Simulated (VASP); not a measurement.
A run of VASP 6.6.1:

File INCAR:

```
SYSTEM = Cu
  ALGO = Normal
  EDIFF = 1E-7
  ENCUT = 520
  GGA = PE
  ISIF = 2
  ISMEAR = 0
  LASPH = .True.
  LCHARG = .False.
  LREAL = .False.
  LWAVE = .False.
  NBANDS = 12
  NELM = 60
  PREC = Accurate
  SIGMA = 0.15
```

File KPOINTS:

```
k-points
0
Gamma
  28 28 28
  0 0 0
```

File POSCAR:

```
Cu
1.0
    0.0000000000      1.8602459814      1.8602459814
    1.8602459814      0.0000000000      1.8602459814
    1.8602459814      1.8602459814      0.0000000000
Cu
1
Direct
    0.0000000000      0.0000000000      0.0000000000
```

Potentials or basis: VASP PAW PBE potentials, release 64 (Cu).

The run is started by

```console
$ cat potpaw_PBE.64/Cu/POTCAR > POTCAR
$ mpirun -np 1 vasp_std > vasp.out
```

Hardware: 1 thread of Intel(R) Xeon(R) Platinum 8488C (Sapphire Rapids), on a shared host.

Q: Estimate the wall time of this run.

A: Run time: 53 s on 1 thread of Intel(R) Xeon(R) Platinum 8488C (Sapphire Rapids), on a shared host, peak memory 0.2 GiB. Counts: scf iterations 12, k points 624.
